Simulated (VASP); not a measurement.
Write the native input for VASP 6.6.1 that does the following.

| Quantity | Value |
| --- | --- |
| Task | single point |
| Functional | PBEsol |
| Potentials or basis | VASP PAW PBE potentials, release 64 (W_sv, C, Hf_pv, Cl) |
| Cutoff | 520 eV |
| k mesh | 4 × 4 × 1 |
| Occupations | gaussian, width 0.15 eV |
| Spin | no spin polarisation |
| Dipole correction | no |
| Further INCAR settings | LREAL = Auto; ALGO = Normal; EDIFF = 1e-06; NBANDS = 107 |

The structure of HfW8C8Cl4 lies in POSCAR:

```
HfW8C8Cl4
1.0
    5.7250800000      0.0000000000      0.0000000000
   -2.8625400000      4.9580650000      0.0000000000
    0.0000000000      0.0000000000     17.2106650000
W C Hf Cl
8 8 1 4
Direct
    0.0000000000      0.0000000000      0.0581035073
    0.0000935615      0.0000512297      0.2243221863
    0.0000000504      0.5000001008      0.0581035073
    0.0000871447      0.5000212785      0.2241990649
    0.5000000000      0.0000000000      0.0581035073
    0.5000710614      0.0000478009      0.2243500760
    0.5000000504      0.5000001008      0.0581035073
    0.5000622711      0.5000124040      0.2242947614
    0.3333491483      0.1666591705      0.1347936294
    0.3334049582      0.1668665094      0.2896618463
    0.3333999916      0.6667252245      0.1347624859
    0.3331825592      0.6664297463      0.2895793974
    0.8333199127      0.1666268998      0.1347702718
    0.8337395964      0.1670407709      0.2896103085
    0.8333613383      0.6666957775      0.1347652168
    0.8335387770      0.6666614899      0.2896801489
    0.0369894846      0.7528868621      0.5813375602
    0.4735211366      0.8368855592      0.5828609760
    0.1213674804      1.1896104630      0.5806901128
   -0.1786164984      0.5320202539      0.4695116081
   -0.1776108292      0.5397555296      0.6945265625
```

These files were run (other wordings do the same):

INCAR

```
  PREC = Accurate
  ENCUT = 520
  EDIFF = 1E-6
  ISMEAR = 0
  SIGMA = 0.15
  LREAL = Auto
  LASPH = T
  NELM = 60
  ALGO = Normal
  ISIF = 2
  LWAVE = F
  LCHARG = F
  GGA = PS
  NBANDS = 107
```

KPOINTS

```
regular mesh
0
Gamma
  4 4 1
```

Potentials or basis: VASP PAW PBE potentials, release 64 (W_sv, C, Hf_pv, Cl).

The run is started by

```console
$ cat potpaw_PBE.64/W_sv/POTCAR potpaw_PBE.64/C/POTCAR potpaw_PBE.64/Hf_pv/POTCAR potpaw_PBE.64/Cl/POTCAR > POTCAR
$ mpirun -np 1 vasp_std > vasp.out
```

Results of the run:

```
Largest force          : 0.107 eV/Å
Band gap on the k mesh : zero (bands 91 and 92 overlap by 0.70 eV)
```

Caveat: there is no dipole correction, which matters where the two faces differ; the PAW data sets were made with another functional, which shifts forces and pressure a little; spin-orbit coupling is left out, which moves the levels of the heavy elements.

It took 57 min on 1 thread of Intel Xeon 8259CL (shared host), peak memory 0.83 GiB.
